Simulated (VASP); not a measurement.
Wanted: the native input for a VASP 6.6.1 run.

```
Task                   : relaxation of cell and atoms
Functional             : r2SCAN
Potentials or basis    : VASP PAW PBE potentials, release 64 (Cs_sv, Cl)
Cutoff                 : 550 eV
k mesh                 : 6 × 6 × 6
Occupations            : fermi-dirac, width 0.02 eV
Spin                   : no spin polarisation
Dipole correction      : no
Further INCAR settings : ALGO = Normal; EDIFF = 1e-07; IBRION = 2; EDIFFG = -0.005; NSW = 80; ISIF = 3
```

Crystal: CsCl.

```
Cs Cl
1.0
     4.20293    0.00000    0.00000
     0.00000    4.20293    0.00000
     0.00000    0.00000    4.20293
Cs Cl
1 1
Direct
  0.00000 0.00000 0.00000
  0.50000 0.50000 0.50000
```

The input as run:

POSCAR

```
CsCl
1.0
    4.2029291410      0.0000000000      0.0000000000
    0.0000000000      4.2029291410      0.0000000000
    0.0000000000      0.0000000000      4.2029291410
Cs Cl
1 1
Direct
    0.0000000000      0.0000000000      0.0000000000
    0.5000000000      0.5000000000      0.5000000000
```

INCAR.step1

```
PREC = Accurate ; ENCUT = 550
ISMEAR = -1 ; SIGMA = 0.02
LREAL = False ; LASPH = True
NELM = 120 ; GGA = PE
ALGO = Normal ; EDIFF = 1E-5
LWAVE = True ; LCHARG = False
GGA_COMPAT = False ; IBRION = 2
ISIF = 3 ; EDIFFG = -0.005
NELMIN = 4 ; NSW = 100
```

INCAR.step2

```
PREC = Accurate ; ENCUT = 550
EDIFF = 1E-7 ; ISMEAR = -1
SIGMA = 0.02 ; LREAL = False
LASPH = True ; NELM = 120
ALGO = Normal ; ISIF = 3
LWAVE = False ; LCHARG = False
METAGGA = R2SCAN ; LMIXTAU = True
IBRION = 2 ; NSW = 80
EDIFFG = -0.005 ; ISTART = 1
GGA_COMPAT = False ; NELMIN = 4
```

KPOINTS

```
regular mesh
0
Gamma
  6 6 6
```

Potentials or basis: VASP PAW PBE potentials, release 64 (Cs_sv, Cl).

Launch:

```sh
$ cat potpaw_PBE.64/Cs_sv/POTCAR potpaw_PBE.64/Cl/POTCAR > POTCAR
$ cp INCAR.step1 INCAR
$ mpirun -np 1 vasp_std > vasp.out
$ cp INCAR.step2 INCAR
$ mpirun -np 1 vasp_std > vasp.out
```

Results of the run:

| Quantity | Value |
| --- | --- |
| Relaxed volume | 35.62 Å³/atom |
| Relaxed cell | a = 4.145 Å, b = 4.145 Å, c = 4.145 Å, α = 90.00°, β = 90.00°, γ = 90.00° |
| Space group after relaxing (to 0.1 Å) | Pm-3m (No. 221) |
| Energy gained by relaxing | 3.5 meV/atom |
| Ionic steps | 3 |
| Pressure after relaxing | 0.0 GPa |
| Band gap on the k mesh | 5.91 eV |

Caveat: the PAW data sets were made with another functional, which shifts forces and pressure a little; spin-orbit coupling is left out, which moves the levels of the heavy elements.

It took 3.2 min on 1 thread of Intel Xeon 8259CL (shared host), peak memory 0.2 GiB.
